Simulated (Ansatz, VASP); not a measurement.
**Bi: VASP beside Ansatz**

```
CELL_PARAMETERS angstrom
5.33132 0.00000 0.00000
-2.66566 4.61706 0.00000
0.00000 0.00000 7.61574
ATOMIC_POSITIONS crystal
Bi 0.33333 0.66667 0.45287
Bi 0.66667 0.33333 0.95287
Bi 0.66667 0.33333 0.54713
Bi 0.33333 0.66667 0.04713
```

Alike in both runs: task relaxation of cell and atoms; functional PBE; k mesh 9 × 9 × 6; occupations gaussian, width 0.01 eV; no spin polarisation.

|  | VASP | Ansatz |
| --- | --- | --- |
| version | VASP 6.6.1 | Ansatz 0.2.0 |
| potentials or method | VASP PAW PBE potentials, release 64 (Bi_d), cutoff 600 eV | scalar-relativistic, plane waves, PAW |
| valence electrons in the cell | 60 | 60 |

VASP gave:

* gap on the k mesh at the Fermi level, each at its own relaxed structure (eV): 0.21
* relaxed volume (Å³/atom): 46.25
* relaxed length of the cell vector where the two differ most in proportion (Å): 7.243

**Question.** What did Ansatz give for the same quantities?

**Answer.** gap on the k mesh at the Fermi level, each at its own relaxed structure (eV): 0.21; relaxed volume (Å³/atom): 46.22; relaxed length of the cell vector where the two differ most in proportion (Å): 7.231.

Spin-orbit coupling is off throughout.
